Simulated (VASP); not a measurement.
Input of a VASP 6.6.1 run:

The input INCAR:

```
SYSTEM = Pt
PREC = Accurate
ENCUT = 520
EDIFF = 1E-6
ISMEAR = 0
SIGMA = 0.15
LREAL = .FALSE.
LASPH = .TRUE.
NELM = 60
ALGO = Fast
ISIF = 2
LWAVE = .FALSE.
LCHARG = .FALSE.
GGA = PS
NBANDS = 17
```

File KPOINTS:

```
regular mesh
0
G
  24 24 14
  0 0 0
```

File POSCAR:

```
Pt
1.0
    2.5889111393      0.0000000000      0.0000000000
   -1.2944555697      2.2420628147      0.0000000000
    0.0000000000      0.0000000000      4.9421459123
Pt
2
Direct
    0.6666666667      0.3333333333      0.7500000000
    0.3333333333      0.6666666667      0.2500000000
```

Potentials or basis: VASP PAW PBE potentials, release 64 (Pt).

Command:

```console
$ cat potpaw_PBE.64/Pt/POTCAR > POTCAR
$ mpirun -np 1 vasp_std > vasp.out
```

(1) What does it give for the band gap on the k mesh?

(2) Predict the pressure.

## Answers

(1) zero (band 10 reaches 13.08 eV, above the bottom of band 11 at 11.16 eV).

(2) 25.2 GPa.

Caveat: the cell differs from its parent crystal (strain -0.050 along x and y, +0.050 along z); the PAW data sets were made with another functional, which shifts forces and pressure a little; spin-orbit coupling is left out, which moves the levels of the heavy elements.
